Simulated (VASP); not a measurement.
# Cu in VASP: single point with PBEsol

Aim: the single point of Cu with PBEsol.

Everything below comes from runs of VASP 6.6.1. Logs are shortened: lines on timing, memory, paths and dates and some standing lists are left out, and cuts for length are marked.

## Step 1: The cell of the first run

The cell holds a slab with vacuum, 11 atoms: a = 2.556 Å, b = 2.556 Å, c = 32.075 Å, α = 90.00°, β = 90.00°, γ = 90.00°.

## Step 2: Single point, PBEsol

File INCAR:

```
SYSTEM = Cu
  PREC = Accurate
  ENCUT = 520
  EDIFF = 1E-7
  ISMEAR = 0
  SIGMA = 0.1
  LREAL = .FALSE.
  LASPH = .TRUE.
  NELM = 80
  ALGO = Normal
  ISIF = 2
  LWAVE = .FALSE.
  LCHARG = .FALSE.
  LDIPOL = .TRUE.
  IDIPOL = 3
  DIPOL = 0.5 0.5 0.500
  GGA = PS
  NBANDS = 72
```

File KPOINTS:

```
regular mesh
0
G
  15 15 1
  0 0 0
```

File POSCAR:

```
Cu
1.0
    2.5561910000      0.0000000000      0.0000000000
    0.0000000000      2.5561910000      0.0000000000
    0.0000000000      0.0000000000     32.0750000000
Cu
11
Direct
    1.0000000000      1.0000000000      0.2291300000
    0.5000000000      0.5000000000      0.2818170000
    1.0000000000      1.0000000000      0.3365990000
    0.5000000000      0.5000000000      0.3911100000
    1.0000000000      0.0000000000      0.4456000000
    0.5000000000      0.5000000000      0.5000000000
    1.0000000000      1.0000000000      0.5544000000
    0.5000000000      0.5000000000      0.6088900000
    1.0000000000      1.0000000000      0.6634010000
    0.5000000000      0.5000000000      0.7181830000
    0.0000000000      0.0000000000      0.7708700000
```

Potentials or basis: VASP PAW PBE potentials, release 64 (Cu).

Launch:

```console
> cat potpaw_PBE.64/Cu/POTCAR > POTCAR
> mpirun -np 1 vasp_std > vasp.out
```

OUTCAR:

```text
SYSTEM = Cu
   PREC = Accurate
   ENCUT = 520
   EDIFF = 1E-7
   ISMEAR = 0
   LREAL = .FALSE.
   LASPH = .TRUE.
   NELM = 80
   ISIF = 2
   GGA = PS

 ion  position               nearest neighbor table
   1  0.000  0.000  0.229-   2 2.47   2 2.47   2 2.47   2 2.47
   2  0.500  0.500  0.282-   1 2.47   1 2.47   1 2.47   1 2.47   3 2.52   3 2.52   3 2.52   3 2.52

   3  0.000  0.000  0.337-   4 2.51   4 2.51   4 2.51   4 2.51   2 2.52   2 2.52   2 2.52   2 2.52

   4  0.500  0.500  0.391-   5 2.51   5 2.51   5 2.51   5 2.51   3 2.51   3 2.51   3 2.51   3 2.51

   5  0.000  0.000  0.446-   6 2.51   6 2.51   6 2.51   6 2.51   4 2.51   4 2.51   4 2.51   4 2.51

   6  0.500  0.500  0.500-   5 2.51   7 2.51   5 2.51   7 2.51   5 2.51   7 2.51   5 2.51   7 2.51

   7  0.000  0.000  0.554-   6 2.51   6 2.51   6 2.51   6 2.51   8 2.51   8 2.51   8 2.51   8 2.51

   8  0.500  0.500  0.609-   7 2.51   7 2.51   7 2.51   7 2.51   9 2.51   9 2.51   9 2.51   9 2.51

   9  0.000  0.000  0.663-   8 2.51   8 2.51   8 2.51   8 2.51  10 2.52  10 2.52  10 2.52  10 2.52

  10  0.500  0.500  0.718-  11 2.47  11 2.47  11 2.47  11 2.47   9 2.52   9 2.52   9 2.52   9 2.52

  11  0.000  0.000  0.771-  10 2.47  10 2.47  10 2.47  10 2.47

  LATTYP: Found a simple tetragonal cell.
 ALAT       =     2.5561910000
 C/A-ratio  =    12.5479668773

  Lattice vectors:

 A1 = (   2.5561910000,   0.0000000000,   0.0000000000)
 A2 = (   0.0000000000,   2.5561910000,   0.0000000000)
 A3 = (   0.0000000000,   0.0000000000,  32.0750000000)

Analysis of symmetry for initial positions (statically):
=====================================================================
 Subroutine PRICEL returns:
 Original cell was already a primitive cell.

 Routine SETGRP: Setting up the symmetry group for a
 simple tetragonal supercell.

 Subroutine GETGRP returns: Found 16 space group operations
 (whereof 16 operations were pure point group operations)
 out of a pool of 16 trial point group operations.

The static configuration has the point symmetry D_4h.

Analysis of symmetry for dynamics (positions and initial velocities):
=====================================================================
 Subroutine PRICEL returns:
 Original cell was already a primitive cell.

 Routine SETGRP: Setting up the symmetry group for a
 simple tetragonal supercell.

 Subroutine GETGRP returns: Found 16 space group operations
 (whereof 16 operations were pure point group operations)
 out of a pool of 16 trial point group operations.

The dynamic configuration has the point symmetry D_4h.

 Subroutine INISYM returns: Found 16 space group operations
 (whereof 16 operations are pure point group operations),
 and found     1 'primitive' translations

----------------------------------------------------------------------------------------

                                     Primitive cell

  volume of cell :     209.5817

  direct lattice vectors                    reciprocal lattice vectors
     2.556191000  0.000000000  0.000000000     0.391207073  0.000000000  0.000000000
     0.000000000  2.556191000  0.000000000     0.000000000  0.391207073  0.000000000
     0.000000000  0.000000000 32.075000000     0.000000000  0.000000000  0.031176929

  length of vectors
     2.556191000  2.556191000 32.075000000     0.391207073  0.391207073  0.031176929

  position of ions in fractional coordinates (direct lattice)
     0.000000000  0.000000000  0.229130000
     0.500000000  0.500000000  0.281817000
     0.000000000  0.000000000  0.336599000
     0.500000000  0.500000000  0.391110000
     0.000000000  0.000000000  0.445600000
     0.500000000  0.500000000  0.500000000
     0.000000000  0.000000000  0.554400000
     0.500000000  0.500000000  0.608890000
     0.000000000  0.000000000  0.663401000
     0.500000000  0.500000000  0.718183000
     0.000000000  0.000000000  0.770870000

  ion indices of the primitive-cell ions
   primitive index   ion index
                 1           1
                 2           2
                 3           3
                 4           4
                 5           5
                 6           6
                 7           7
                 8           8
                 9           9
                10          10
                11          11

----------------------------------------------------------------------------------------

 KPOINTS: regular mesh

Automatic generation of k-mesh.
 Grid dimensions read from file:
 generate k-points for:   15   15    1

 Generating k-lattice:

  Cartesian coordinates                     Fractional coordinates (reciprocal lattice)
     0.026080472  0.000000000  0.000000000     0.066666667  0.000000000  0.000000000
     0.000000000  0.026080472  0.000000000     0.000000000  0.066666667  0.000000000
     0.000000000  0.000000000  0.031176929     0.000000000  0.000000000  1.000000000

  Length of vectors
     0.026080472  0.026080472  0.031176929

  Shift w.r.t. Gamma in fractional coordinates (k-lattice)
     0.000000000  0.000000000  0.000000000

 Subroutine IBZKPT returns following result:
 ===========================================

 Found     36 irreducible k-points:

 Following reciprocal coordinates:
            Coordinates               Weight
  0.000000  0.000000  0.000000      1.000000
  0.066667  0.000000  0.000000      4.000000
  0.133333  0.000000  0.000000      4.000000
  0.200000  0.000000  0.000000      4.000000
  0.266667  0.000000  0.000000      4.000000
  0.333333  0.000000  0.000000      4.000000
[... 16 lines left out ...]
  0.266667  0.200000  0.000000      8.000000
  0.333333  0.200000  0.000000      8.000000
 [... further k-points ...]
   k-points           NKPTS =     36   k-points in BZ     NKDIM =     36   number of bands    NBANDS=     72
   number of dos      NEDOS =    301   number of ions     NIONS =     11
   total plane-waves  NPLWV =  96000
   dimension x,y,z NGX =    20 NGY =   20 NGZ =  240
   dimension x,y,z NGXF=    40 NGYF=   40 NGZF=  480
   ions per type =              11
   NGX,Y,Z   is equivalent  to a cutoff of  13.01, 13.01, 12.44 a.u.
   NGXF,Y,Z  is equivalent  to a cutoff of  26.01, 26.01, 24.88 a.u.
 SYSTEM =  Cu
   PREC   = accura    normal or accurate (medium, high low for compatibility)
   ISTART =      0    job   : 0-new  1-cont  2-samecut
   ICHARG =      2    charge: 1-file 2-atom 10-const
   ISPIN  =      1    spin polarized calculation?
   LNONCOLLINEAR =      F non collinear calculations
   LSORBIT =      F    spin-orbit coupling
   LASPH  =      T    aspherical Exc in radial PAW
   ENCUT  =  520.0 eV  38.22 Ry    6.18 a.u.   4.75  4.75 59.64*2*pi/ulx,y,z
   NELM   =     80;   NELMIN=  2; NELMDL= -5     # of ELM steps
   EDIFF  = 0.1E-06   stopping-criterion for ELM
   LREAL  =      F    real-space projection
   EDIFFG = 0.1E-05   stopping-criterion for IOM
   NSW    =      0    number of steps for IOM
   IBRION =     -1    ionic relax: 0-MD 1-quasi-New 2-CG
   NFREE  =      0    steps in history (QN), initial steepest desc. (CG)
   ISIF   =      2    stress and relaxation
   ISYM   =      2    0-nonsym 1-usesym 2-fastsym
   POTIM  = 0.5000    time-step for ionic-motion
   TEBEG  =    0.0;   TEEND  =   0.0 temperature during run
   PSTRESS=    0.0 pullay stress
   NELECT =     121.0000    total number of electrons
   NUPDOWN=      -1.0000    fix difference up-down
   EMIN   =  10.00;   EMAX   =-10.00  energy-range for DOS
   EFERMI =   0.00;   METHOD = LEGACY
   ISMEAR =     0;   SIGMA  =   0.10  broadening in eV -4-tet -1-fermi 0-gaus
   EFERMI_NEDOS =   21; number of points for ismear=-14 and -15
   IALGO  =     38    algorithm
   IMIX   =      4    mixing-type and parameters
     AMIX     =   0.40;   BMIX     =  1.00
     AMIX_MAG =   1.60;   BMIX_MAG =  1.00
  volume/ion in A,a.u.               =      19.05       128.58
  Fermi-wavevector in a.u.,A,eV,Ry     =   1.363177  2.576031 25.283041  1.858251
  Thomas-Fermi vector in A             =   2.489602
   LORBIT       =      0    0 simple, 1 ext, 2 COOP (PROOUT), +10 PAW based schemes
   GGA     = PS    functional components
   LHFCALC =     F    Hartree Fock is set to
   AEXX    =    0.0000 exact exchange contribution
   IVDW    =     0    specifies the selected vdW correction
   LEPSILON=     F    determine dielectric tensor
   LRPA    =     F    only Hartree local field effects (RPA)
 non-spin polarized calculation
 Gauss-broadening in eV      SIGMA  =   0.10
  energy-cutoff  :      520.00
  volume of cell :      209.58
 maximum number of plane-waves:      5689
 NGX is ok and might be reduce to    20
   NGX =  9   NGY =  9   NGZ =119

 number of electron     120.9999829 magnetization

 dipolmoment           0.000000      0.000000      0.000000 electrons x Angstroem

 Free energy of the ion-electron system (eV)
  ---------------------------------------------------
  ext. energy  EPLUGINS =         0.00000000
  ---------------------------------------------------
  free energy    TOTEN  =       -45.92180734 eV

  energy without entropy =      -45.89768319  energy(sigma->0) =      -45.90974526

 E-fermi :   2.8711     XC(G=0):  -8.4357

 val. band max:        2.8585641161   @ k =   0.4667   0.1333   0.0000
 cond. band min:       2.8788147440   @ k =   0.2667   0.0000   0.0000
 fundamental gap:      0.0202506279
 Fermi energy:         2.8710947596

 k-point     1 :       0.0000    0.0000    0.0000
  band No.  band energies     occupation
      1      -6.6909      2.00000
      2      -6.3910      2.00000
      3      -5.9245      2.00000
      4      -5.2820      2.00000
      5      -4.4852      2.00000
      6      -3.6181      2.00000
[... 64 lines left out ...]
     71      10.2139      0.00000
     72      11.2349      0.00000

 k-point     2 :       0.0667    0.0000    0.0000
  band No.  band energies     occupation
      1      -6.5831      2.00000
      2      -6.2847      2.00000
      3      -5.8207      2.00000
      4      -5.1821      2.00000
      5      -4.3912      2.00000
      6      -3.5323      2.00000
[... 64 lines left out ...]
     71      10.3108      0.00000
     72      11.2941      0.00000

 k-point     3 :       0.1333    0.0000    0.0000
  band No.  band energies     occupation
      1      -6.2632      2.00000
      2      -5.9696      2.00000
      3      -5.5142      2.00000
      4      -4.8893      2.00000
      5      -4.1192      2.00000
      6      -3.2897      2.00000
[... 1564 lines left out ...]
     71       9.8485      0.00000
     72      10.3196      0.00000

 k-point    24 :       0.3333    0.2000    0.0000
  band No.  band energies     occupation
      1      -3.4684      2.00000
      2      -3.2456      2.00000
      3      -2.9264      2.00000
      4      -2.5377      2.00000
      5      -2.1461      2.00000
      6      -1.8194      2.00000
[... 64 lines left out ...]
     71       9.3130      0.00000
     72       9.5983      0.00000

 [... further k-points ...]

------------------------ aborting loop because EDIFF is reached ----------------------------------------

 vacuum level on the upper side and lower side of the slab       (xc-potential included)        -0.119        -0.119

  FORCE on cell =-STRESS in cart. coord.  units (eV):
  Direction    XX          YY          ZZ          XY          YZ          ZX
  --------------------------------------------------------------------------------------
  -------------------------------------------------------------------------------------
  Total       -2.5506120     -2.5506120      0.5029968      0.0000000      0.0000000      0.0000000
  in kB      -19.4985226    -19.4985226      3.8452317      0.0000000      0.0000000      0.0000000
  external PRESSURE =     -11.7172711 kB  Pullay stress =       0.0000000 kB

 VOLUME and BASIS-vectors are now :
 -----------------------------------------------------------------------------
  energy-cutoff  :      520.00
  volume of cell :      209.58
      direct lattice vectors                 reciprocal lattice vectors
     2.556191000  0.000000000  0.000000000     0.391207073  0.000000000  0.000000000
     0.000000000  2.556191000  0.000000000     0.000000000  0.391207073  0.000000000
     0.000000000  0.000000000 32.075000000     0.000000000  0.000000000  0.031176929

 POSITION                                       TOTAL-FORCE (eV/Angst)
 -----------------------------------------------------------------------------------
      0.00000      0.00000      7.34934        -0.000000     -0.000000     -0.034777
      1.27810      1.27810      9.03928        -0.000000     -0.000000      0.001837
      0.00000      0.00000     10.79641         0.000000      0.000000      0.000096
      1.27810      1.27810     12.54485         0.000000     -0.000000      0.000492
      0.00000      0.00000     14.29262         0.000000     -0.000000      0.000785
      1.27810      1.27810     16.03750         0.000000     -0.000000      0.000000
      0.00000      0.00000     17.78238        -0.000000     -0.000000     -0.000785
      1.27810      1.27810     19.53015        -0.000000     -0.000000     -0.000492
      0.00000      0.00000     21.27859        -0.000000     -0.000000     -0.000096
      1.27810      1.27810     23.03572        -0.000000      0.000000     -0.001837
      0.00000      0.00000     24.72566         0.000000      0.000000      0.034777
 -----------------------------------------------------------------------------------
    total drift:                               -0.000000      0.000000      0.000000

  FREE ENERGIE OF THE ION-ELECTRON SYSTEM (eV)
  ---------------------------------------------------
  free  energy   TOTEN  =       -45.9218073355 eV

  energy  without entropy=      -45.8976831884  energy(sigma->0) =      -45.90974526

 vacuum level on the upper side and lower side of the slab         7.377         7.377
```

Wall time 26 min (1 thread of Intel Xeon Platinum 8259CL at 2.50GHz (Skylake/Cascade Lake), shared host); peak memory 0.52 GiB.

Results:

* Free energy: -45.9218 eV
* Largest force: 0.035 eV/Å
* Band gap on the k mesh: zero (an odd number of electrons rules out a gap without spin polarisation)

Forces on the atoms (eV/Å):
```
Cu   0.000  0.000 -0.035
Cu   0.000  0.000  0.002
Cu   0.000  0.000  0.000
Cu   0.000  0.000  0.000
Cu   0.000  0.000  0.001
Cu   0.000  0.000  0.000
Cu   0.000  0.000 -0.001
Cu   0.000  0.000  0.000
Cu   0.000  0.000  0.000
Cu   0.000  0.000 -0.002
Cu   0.000  0.000  0.035
```

Caveat: the PAW data sets were made with another functional, which shifts forces and pressure a little.

The gap in the log of VASP goes by the Fermi energy; the results here count the filled bands.